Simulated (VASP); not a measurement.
Wanted: the native input for a VASP 6.6.1 run.

| Quantity | Value |
| --- | --- |
| Task | single point |
| Functional | PBEsol |
| Potentials or basis | VASP PAW PBE potentials, release 64 (K_sv) |
| Cutoff | 520 eV |
| k mesh | 18 × 18 × 18 |
| Occupations | fermi-dirac, width 0.1 eV |
| Spin | no spin polarisation |
| Dipole correction | no |
| Further INCAR settings | ALGO = Normal; EDIFF = 1e-07; NBANDS = 10 |

The structure of K lies in POSCAR:

```
K
1.0
    0.0000000000      2.6789094378      2.6789094378
    2.6789094378      0.0000000000      2.6789094378
    2.6789094378      2.6789094378      0.0000000000
K
1
Direct
    0.0000000000      0.0000000000      0.0000000000
```

These files were run (other wordings do the same):

INCAR

```
SYSTEM = K
PREC = Accurate
ENCUT = 520
EDIFF = 1E-7
ISMEAR = -1
SIGMA = 0.1
LREAL = .FALSE.
LASPH = .TRUE.
NELM = 100
ALGO = Normal
ISIF = 2
LWAVE = .FALSE.
LCHARG = .FALSE.
GGA = PS
NBANDS = 10
```

KPOINTS

```
regular mesh
0
G
  18 18 18
  0 0 0
```

Potentials or basis: VASP PAW PBE potentials, release 64 (K_sv).

The run is started by

```sh
$ cat potpaw_PBE.64/K_sv/POTCAR > POTCAR
$ mpirun -np 1 vasp_std > vasp.out
```

It gave:

The pressure is 7.0 GPa.

Caveat: the PAW data sets were made with another functional, which shifts forces and pressure a little.

Run time: 110 s on 1 thread of Oxide Virtual Turin-like Processor, on a shared host, peak memory 0.16 GiB.
